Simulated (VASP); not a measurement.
Input of a VASP 6.6.1 run:

INCAR

```
SYSTEM = CdSe
PREC     = Accurate       ! precision mode
ENCUT    = 500            ! plane-wave cutoff, eV
EDIFF    = 1E-6           ! SCF threshold, eV
ISMEAR   = -1             ! smearing method
SIGMA    = 0.05           ! smearing width, eV
LREAL    = .False.        ! projectors in reciprocal space
LASPH    = .True.         ! aspherical terms in the spheres
NELM     = 120            ! most SCF steps
ALGO     = Normal         ! electronic algorithm
ISIF     = 2              ! what is computed and relaxed
LWAVE    = .False.        ! write WAVECAR
LCHARG   = .False.        ! write CHGCAR
GGA      = PS             ! functional
NBANDS   = 16             ! bands
GGA_COMPAT= .False.
```

Contents of KPOINTS:

```
Automatic mesh
0
Gamma
  6 6 6
  0 0 0
```

Contents of POSCAR:

```
CdSe
1.0
    0.0000000000      2.8252374353      2.8252374353
    2.8252374353      0.0000000000      2.8252374353
    2.8252374353      2.8252374353      0.0000000000
Cd Se
1 1
Direct
    0.0000000000      0.0000000000      0.0000000000
    0.5000000000      0.5000000000      0.5000000000
```

Potentials or basis: VASP PAW PBE potentials, release 64 (Cd, Se).

The run is started by

```console
$ cat potpaw_PBE.64/Cd/POTCAR potpaw_PBE.64/Se/POTCAR > POTCAR
$ mpirun -np 1 vasp_std > vasp.out
```

Q: What does it give for the band gap on the k mesh?

A: Zero (band 9 reaches 2.56 eV, above the bottom of band 10 at 2.04 eV).

Q: Estimate the pressure.

A: -0.3 GPa.

Caveat: the PAW data sets were made with another functional, which shifts forces and pressure a little.
